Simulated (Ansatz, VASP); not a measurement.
# NaNb2O5 in VASP and in Ansatz

```
Na Nb O
1.0
     6.64199    0.00000    0.00000
    -3.32099    5.75213    0.00000
     0.00000    0.00000    3.93036
Na Nb O
1 2 5
Cartesian
  0.0000 0.0000 0.0000
  0.0000 3.8348 1.9652
  3.3210 1.9174 1.9652
  0.0000 3.8348 0.0000
  -1.6605 2.8761 1.9652
  1.6605 2.8761 1.9652
  3.3210 0.0000 1.9652
  3.3210 1.9174 0.0000
```

Alike in both runs: functional PBE; k mesh 6 × 6 × 10; occupations gaussian, width 0.1 eV; no spin polarisation.

Ansatz relaxed the structure, and its values are those at the end. VASP's run is a single point on that final structure, the one shown.

|  | VASP | Ansatz |
| --- | --- | --- |
| version | VASP 6.6.1 | Ansatz 0.2.0 |
| potentials or method | VASP PAW PBE potentials, release 64 (Na_pv, Nb_sv, O), cutoff 520 eV | scalar-relativistic, plane waves, PAW |
| valence electrons in the cell | 63 | 65 |

```tsv
	VASP	Ansatz	Ansatz less VASP
gap on the k mesh at the Fermi level (eV)	none	none	-
pressure (GPa)	-0.3	0.0	+0.25
```

A gap of «none» marks a metal or a gap that the smearing closes. VASP's potentials hold 63 valence electrons a cell and Ansatz's 65, so a difference there can come from the potentials and not from the codes.
